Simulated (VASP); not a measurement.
Write the native input for VASP 6.6.1 that does the following.

- Task: single point
- Functional: PBE
- Potentials or basis: VASP PAW PBE potentials, release 64 (Au)
- Cutoff: 500 eV
- k mesh: 18 × 18 × 10
- Occupations: gaussian, width 0.15 eV
- Spin: no spin polarisation
- Dipole correction: no
- Further INCAR settings: ALGO = Normal; EDIFF = 1e-06; NBANDS = 18

The structure of Au lies in POSCAR:

```
Au
1.0
    2.9169619367      0.0000000000      0.0000000000
   -1.4584809683      2.5261631390      0.0000000000
    0.0000000000      0.0000000000      4.8900308251
Au
2
Direct
    0.3750962735      0.7501925470      0.7500000000
    0.6249037265      0.2498074530      0.2500000000
```

This cell differs from its parent crystal: atoms displaced along a vibrational mode.

One way to write it, as run:

INCAR

```
PREC = Accurate
ENCUT = 500
EDIFF = 1E-6
ISMEAR = 0
SIGMA = 0.15
LREAL = F
LASPH = T
NELM = 120
ALGO = Normal
ISIF = 2
LWAVE = F
LCHARG = F
GGA = PE
NBANDS = 18
GGA_COMPAT = F
```

KPOINTS

```
regular mesh
0
Gamma
  18 18 10
```

Potentials or basis: VASP PAW PBE potentials, release 64 (Au).

Command:

```bash
$ cat potpaw_PBE.64/Au/POTCAR > POTCAR
$ mpirun -np 1 vasp_std > vasp.out
```

Results of the run:

```yaml
Pressure: 1.6 GPa
Largest_force: 0.404 eV/Å
Band_gap_on_the_k_mesh: zero (bands 11 and 12 overlap by 6.02 eV)
```

Caveat: the cell differs from its parent crystal (atoms displaced along a vibrational mode); spin-orbit coupling is left out, which moves the levels of the heavy elements.

It took 72 s on 1 thread of Intel(R) Xeon(R) 6975P-C (Granite Rapids), with other jobs on the host, peak memory 0.37 GiB.
